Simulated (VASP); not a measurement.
Write the native input for VASP 6.6.1 that does the following.

```yaml
Task: single point
Functional: PBE
Potentials_or_basis: VASP PAW PBE potentials, release 64 (Ir)
Cutoff: 520 eV
k_mesh: 14 × 14 × 14
Occupations: methfessel-paxton, width 0.2 eV
Spin: no spin polarisation
Dipole_correction: no
Further_INCAR_settings: ALGO = Normal; EDIFF = 1e-06; NBANDS = 10
```

The structure of Ir lies in POSCAR:

```
Ir
1.0
    0.0000000000      1.9360622002      1.9360622002
    1.9360622002      0.0000000000      1.9360622002
    1.9360622002      1.9360622002      0.0000000000
Ir
1
Direct
    0.0000000000      0.0000000000      0.0000000000
```

The input as run:

INCAR

```
PREC     = Accurate       # precision mode
ENCUT    = 520            # plane-wave cutoff, eV
EDIFF    = 1E-6           # SCF threshold, eV
ISMEAR   = 1              # smearing method
SIGMA    = 0.2            # smearing width, eV
LREAL    = False          # projectors in reciprocal space
LASPH    = True           # aspherical terms in the spheres
NELM     = 100            # most SCF steps
ALGO     = Normal         # electronic algorithm
ISIF     = 2              # what is computed and relaxed
LWAVE    = False          # write WAVECAR
LCHARG   = True           # write CHGCAR
GGA      = PE             # functional
LELF     = True           # ELF
LVHAR    = True         
NBANDS   = 10             # bands
```

KPOINTS

```
Automatic mesh
0
Gamma
  14 14 14
```

Potentials or basis: VASP PAW PBE potentials, release 64 (Ir).

Launch:

```sh
$ cat potpaw_PBE.64/Ir/POTCAR > POTCAR
$ mpirun -np 1 vasp_std > vasp.out
```

It gave:

- Pressure: 0.3 GPa

Wall time 20 s on 1 thread of Intel Xeon 8259CL (shared host), peak memory 0.14 GiB.
